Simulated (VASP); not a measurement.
Input of a VASP 6.6.1 run:

INCAR

```
ALGO     = Normal         # electronic algorithm
EDIFF    = 1E-7           # SCF threshold, eV
ENCUT    = 520            # plane-wave cutoff, eV
GGA      = PS             # functional
ISIF     = 2              # what is computed and relaxed
ISMEAR   = -1             # smearing method
IVDW     = 12             # dispersion correction
LASPH    = T              # aspherical terms in the spheres
LCHARG   = F              # write CHGCAR
LREAL    = F              # projectors in reciprocal space
LWAVE    = F              # write WAVECAR
NBANDS   = 25             # bands
NELM     = 100            # most SCF steps
PREC     = Accurate       # precision mode
SIGMA    = 0.05           # smearing width, eV
```

KPOINTS

```
k-points
0
Gamma
  6 6 3
```

Contents of POSCAR:

```
CS2
1.0
    2.9107249425     -2.6042181613      0.0000000000
    2.9107249425      2.6042181613      0.0000000000
    0.0000000000      0.0000000000      8.9871762530
S C
4 2
Direct
    0.2005427768      0.7994572232      0.8712667812
    0.2994572232      0.7005427768      0.3712667812
    0.7005427768      0.2994572232      0.6287332188
    0.7994572232      0.2005427768      0.1287332188
    0.5000000000      0.5000000000      0.5000000000
    0.0000000000      0.0000000000      0.0000000000
```

Potentials or basis: VASP PAW PBE potentials, release 64 (S, C).

Launch:

```console
$ cat potpaw_PBE.64/S/POTCAR potpaw_PBE.64/C/POTCAR > POTCAR
$ mpirun -np 1 vasp_std > vasp.out
```

Predict the largest force.

0.223 eV/Å.

What does it give for the dispersion energy per atom?

-0.149 eV.

Stress tensor (GPa, compression positive):
```
-0.03  0.00  0.00
 0.00 -0.77  0.00
 0.00  0.00 -0.94
```

Caveat: the PAW data sets were made with another functional, which shifts forces and pressure a little.
